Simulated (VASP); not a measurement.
# Ca (Fm-3m) in VASP: a series of runs

Runs on Ca. Level: PBEsol. Tasks: single point, relaxation of cell and atoms.

Everything below comes from runs of VASP 6.6.1. Logs are shortened: lines on timing, memory, paths and dates and some standing lists are left out, and cuts for length are marked.

## 1. The cell of the first run

It takes space group Fm-3m (No. 225, cubic). The conventional cell has a = 5.455 Å, b = 5.455 Å, c = 5.455 Å, α = 90.00°, β = 90.00°, γ = 90.00°. Within 5.1 Å of Ca (site symmetry m-3m) lie 12 Ca at 3.86 Å.

## 2. Single point, PBEsol

INCAR

```
SYSTEM = Ca
PREC = Accurate
ENCUT = 520
EDIFF = 1E-6
ISMEAR = 0
SIGMA = 0.1
LREAL = .FALSE.
LASPH = .TRUE.
NELM = 60
ALGO = Normal
ISIF = 2
LWAVE = .FALSE.
LCHARG = .FALSE.
GGA = PS
NBANDS = 11
```

KPOINTS

```
Automatic mesh
0
G
  14 14 14
  0 0 0
```

POSCAR

```
Ca
1.0
    0.0000000000      2.7275051729      2.7275051729
    2.7275051729      0.0000000000      2.7275051729
    2.7275051729      2.7275051729      0.0000000000
Ca
1
Direct
    0.0000000000      0.0000000000      0.0000000000
```

Potentials or basis: VASP PAW PBE potentials, release 64 (Ca_sv).

Run with:

```bash
$ cat potpaw_PBE.64/Ca_sv/POTCAR > POTCAR
$ mpirun -np 1 vasp_std > vasp.out
```

OUTCAR:

```text
SYSTEM = Ca
   PREC = Accurate
   ENCUT = 520
   EDIFF = 1E-6
   ISMEAR = 0
   LREAL = .FALSE.
   LASPH = .TRUE.
   NELM = 60
   ISIF = 2
   GGA = PS

 ion  position               nearest neighbor table
   1  0.000  0.000  0.000-

  LATTYP: Found a face centered cubic cell.
 ALAT       =     5.4550103458

  Lattice vectors:

 A1 = (   0.0000000000,   2.7275051729,   2.7275051729)
 A2 = (   2.7275051729,   0.0000000000,   2.7275051729)
 A3 = (   2.7275051729,   2.7275051729,   0.0000000000)

Analysis of symmetry for initial positions (statically):
=====================================================================
 Subroutine PRICEL returns:
 Original cell was already a primitive cell.

 Routine SETGRP: Setting up the symmetry group for a
 face centered cubic supercell.

 Subroutine GETGRP returns: Found 48 space group operations
 (whereof 48 operations were pure point group operations)
 out of a pool of 48 trial point group operations.

The static configuration has the point symmetry O_h .

Analysis of symmetry for dynamics (positions and initial velocities):
=====================================================================
 Subroutine PRICEL returns:
 Original cell was already a primitive cell.

 Routine SETGRP: Setting up the symmetry group for a
 face centered cubic supercell.

 Subroutine GETGRP returns: Found 48 space group operations
 (whereof 48 operations were pure point group operations)
 out of a pool of 48 trial point group operations.

The dynamic configuration has the point symmetry O_h .

 Subroutine INISYM returns: Found 48 space group operations
 (whereof 48 operations are pure point group operations),
 and found     1 'primitive' translations

----------------------------------------------------------------------------------------

                                     Primitive cell

  volume of cell :      40.5814

  direct lattice vectors                    reciprocal lattice vectors
     0.000000000  2.727505173  2.727505173    -0.183317709  0.183317709  0.183317709
     2.727505173  0.000000000  2.727505173     0.183317709 -0.183317709  0.183317709
     2.727505173  2.727505173  0.000000000     0.183317709  0.183317709 -0.183317709

  length of vectors
     3.857274807  3.857274807  3.857274807     0.317515586  0.317515586  0.317515586

  position of ions in fractional coordinates (direct lattice)
     0.000000000  0.000000000  0.000000000

  ion indices of the primitive-cell ions
   primitive index   ion index
                 1           1

[... 72 lines left out ...]
   LREAL  =      F    real-space projection
   EDIFFG = 0.1E-04   stopping-criterion for IOM
   NSW    =      0    number of steps for IOM
   IBRION =     -1    ionic relax: 0-MD 1-quasi-New 2-CG
   NFREE  =      0    steps in history (QN), initial steepest desc. (CG)
   ISIF   =      2    stress and relaxation
   ISYM   =      2    0-nonsym 1-usesym 2-fastsym
   POTIM  = 0.5000    time-step for ionic-motion
   TEBEG  =    0.0;   TEEND  =   0.0 temperature during run
   PSTRESS=    0.0 pullay stress
   NELECT =      10.0000    total number of electrons
   NUPDOWN=      -1.0000    fix difference up-down
   EMIN   =  10.00;   EMAX   =-10.00  energy-range for DOS
   EFERMI =   0.00;   METHOD = LEGACY
   ISMEAR =     0;   SIGMA  =   0.10  broadening in eV -4-tet -1-fermi 0-gaus
   EFERMI_NEDOS =   21; number of points for ismear=-14 and -15
   IALGO  =     38    algorithm
   IMIX   =      4    mixing-type and parameters
     AMIX     =   0.40;   BMIX     =  1.00
     AMIX_MAG =   1.60;   BMIX_MAG =  1.00
  volume/ion in A,a.u.               =      40.58       273.86
  Fermi-wavevector in a.u.,A,eV,Ry     =   1.026359  1.939537 14.332548  1.053413
  Thomas-Fermi vector in A             =   2.160248
   LORBIT       =      0    0 simple, 1 ext, 2 COOP (PROOUT), +10 PAW based schemes
   GGA     = PS    functional components
   LHFCALC =     F    Hartree Fock is set to
   AEXX    =    0.0000 exact exchange contribution
   IVDW    =     0    specifies the selected vdW correction
   LEPSILON=     F    determine dielectric tensor
   LRPA    =     F    only Hartree local field effects (RPA)
 non-spin polarized calculation
 Gauss-broadening in eV      SIGMA  =   0.10
  energy-cutoff  :      520.00
  volume of cell :       40.58
 maximum number of plane-waves:      1110
 NGX is ok and might be reduce to    30
   NGX = 15   NGY = 15   NGZ = 15

 number of electron      10.0000002 magnetization

 Free energy of the ion-electron system (eV)
  ---------------------------------------------------
  ext. energy  EPLUGINS =         0.00000000
  ---------------------------------------------------
  free energy    TOTEN  =        -2.13739511 eV

  energy without entropy =       -2.13035761  energy(sigma->0) =       -2.13387636

 E-fermi :   2.0385     XC(G=0):  -7.9355

 val. band max:        2.0360215773   @ k =  -0.4286   0.2143   0.0714
 cond. band min:       2.0589571087   @ k =  -0.3571   0.3571   0.0000
 fundamental gap:      0.0229355314
 Fermi energy:         2.0384577625

 k-point     1 :       0.0000    0.0000    0.0000
  band No.  band energies     occupation
      1     -39.7063      2.00000
      2     -20.6928      2.00000
      3     -20.6928      2.00000
      4     -20.6928      2.00000
      5      -2.0585      2.00000
      6       4.4225      0.00000
      7       4.4225      0.00000
      8       4.4225      0.00000
      9       5.5525      0.00000
     10       5.5525      0.00000
     11      11.3433      0.00000
[... 309 lines left out ...]
 k-point    24 :       0.2857    0.1429    0.0000
  band No.  band energies     occupation
      1     -39.6963      2.00000
      2     -20.7738      2.00000
      3     -20.7151      2.00000
      4     -20.7134      2.00000
      5      -0.8059      2.00000
      6       3.4237      0.00000
      7       4.3917      0.00000
      8       4.7536      0.00000
      9       5.2092      0.00000
     10       5.8690      0.00000
     11      10.0347      0.00000

 [... further k-points ...]
[... 5 lines left out ...]
  --------------------------------------------------------------------------------------
  -------------------------------------------------------------------------------------
  Total       -0.0020398     -0.0020398     -0.0020398      0.0000000      0.0000000      0.0000000
  in kB       -0.0805330     -0.0805330     -0.0805330      0.0000000      0.0000000      0.0000000
  external PRESSURE =      -0.0805330 kB  Pullay stress =       0.0000000 kB

 VOLUME and BASIS-vectors are now :
 -----------------------------------------------------------------------------
  energy-cutoff  :      520.00
  volume of cell :       40.58
      direct lattice vectors                 reciprocal lattice vectors
     0.000000000  2.727505173  2.727505173    -0.183317709  0.183317709  0.183317709
     2.727505173  0.000000000  2.727505173     0.183317709 -0.183317709  0.183317709
     2.727505173  2.727505173  0.000000000     0.183317709  0.183317709 -0.183317709

 POSITION                                       TOTAL-FORCE (eV/Angst)
 -----------------------------------------------------------------------------------
      0.00000      0.00000      0.00000         0.000000      0.000000     -0.000000
 -----------------------------------------------------------------------------------
    total drift:                               -0.000000     -0.000000     -0.000000

  FREE ENERGIE OF THE ION-ELECTRON SYSTEM (eV)
  ---------------------------------------------------
  free  energy   TOTEN  =        -2.1373951081 eV

  energy  without entropy=       -2.1303576083  energy(sigma->0) =       -2.13387636
```

stdout:

```text
POSCAR found type information on POSCAR Ca
 POSCAR found :  1 types and       1 ions
 scaLAPACK will be used
 -----------------------------------------------------------------------------
|                                                                             |
|                                                                             |
|     You enforced a specific xc type in the INCAR file but a different       |
|     I HOPE YOU KNOW WHAT YOU ARE DOING!                                     |
|                                                                             |
 -----------------------------------------------------------------------------

 LDA part: xc-table for (Slater+PW92), standard interpolation
 POSCAR, INCAR and KPOINTS ok, starting setup
 FFT: planning ... GRIDC
 FFT: planning ... GRID_SOFT
 FFT: planning ... GRID
 WAVECAR not read
 entering main loop
```

Wall time 28 s (1 thread of AMD EPYC 7R43 (Zen 3), shared host); peak memory 0.16 GiB.

What came out:

```
Free energy            : -2.1374 eV
Pressure               : 0.0 GPa
Band gap on the k mesh : zero (bands 5 and 6 overlap by 0.25 eV)
```

Caveat: the PAW data sets were made with another functional, which shifts forces and pressure a little.

## 3. Relaxation of cell and atoms, PBEsol

This run uses another cell than the first one, of 43.36 Å³/atom.

INCAR

```
  ALGO = Fast
  EDIFF = 1E-6
  EDIFFG = -0.005
  ENCUT = 600
  GGA = PS
  IBRION = 2
  ISIF = 3
  ISMEAR = 0
  LASPH = T
  LCHARG = F
  LREAL = F
  LWAVE = F
  NELM = 60
  NSW = 100
  PREC = Accurate
  SIGMA = 0.1
```

KPOINTS

```
k-points
0
Gamma
  14 14 14
```

POSCAR

```
Ca
1.0
    0.0000000000      2.7884079385      2.7884079385
    2.7884079385      0.0000000000      2.7884079385
    2.7884079385      2.7884079385      0.0000000000
Ca
1
Direct
    0.0000000000      0.0000000000      0.0000000000
```

Potentials or basis: VASP PAW PBE potentials, release 64 (Ca_sv).

Run with:

```bash
$ cat potpaw_PBE.64/Ca_sv/POTCAR > POTCAR
$ mpirun -np 1 vasp_std > vasp.out
```

Run time: 2.3 min. Hardware: 1 thread of AMD EPYC 7R43 (Zen 3), shared host; peak memory 0.19 GiB.

It converged, with:

* Free energy: -2.1377 eV
* Relaxed volume: 40.66 Å³/atom
* Relaxed cell: a = 3.860 Å, b = 3.860 Å, c = 3.860 Å, α = 60.00°, β = 60.00°, γ = 60.00°
* Space group after relaxing (to 0.1 Å): Fm-3m (No. 225)
* Energy gained by relaxing: 9.2 meV/atom
* Ionic steps: 4
* Pressure after relaxing: 0.0 GPa
* Band gap on the k mesh: zero (bands 5 and 6 overlap by 0.26 eV)

The path:
| step | energy change (eV) | largest force (eV/Å) | pressure (GPa) | volume (Å³) |
| --- | --- | --- | --- | --- |
| 1 | 0.0000 | 0.0000 | -1.06 | 43.36 |
| 2 | -0.0081 | 0.0000 | -0.40 | 41.59 |
| 3 | -0.0092 | 0.0000 | 0.03 | 40.59 |
| 4 | -0.0092 | 0.0000 | 0.01 | 40.66 |

Final structure:
```yaml
crystal:
  lattice:
    - [0.00000, 2.72917, 2.72917]
    - [2.72917, 0.00000, 2.72917]
    - [2.72917, 2.72917, 0.00000]
  atoms:
    - { symbol: Ca, position: [0.00000, 0.00000, 0.00000] }
```

Levels at points of the mesh, in eV from the Fermi level:
```
           k point  band 2  band 3  band 4  band 5  band 6  band 7  band 8  band 9
(0.00, 0.00, 0.00)  -22.74  -22.74  -22.74   -4.09    2.38    2.38    2.38    3.51
(0.50, 0.00, 0.00)  -22.90  -22.76  -22.76   -1.01   -0.12    2.26    2.26    4.23
(0.50, 0.50, 0.00)  -22.89  -22.79  -22.79   -0.49    0.55    1.04    4.23    4.42
```

Caveat: the PAW data sets were made with another functional, which shifts forces and pressure a little.
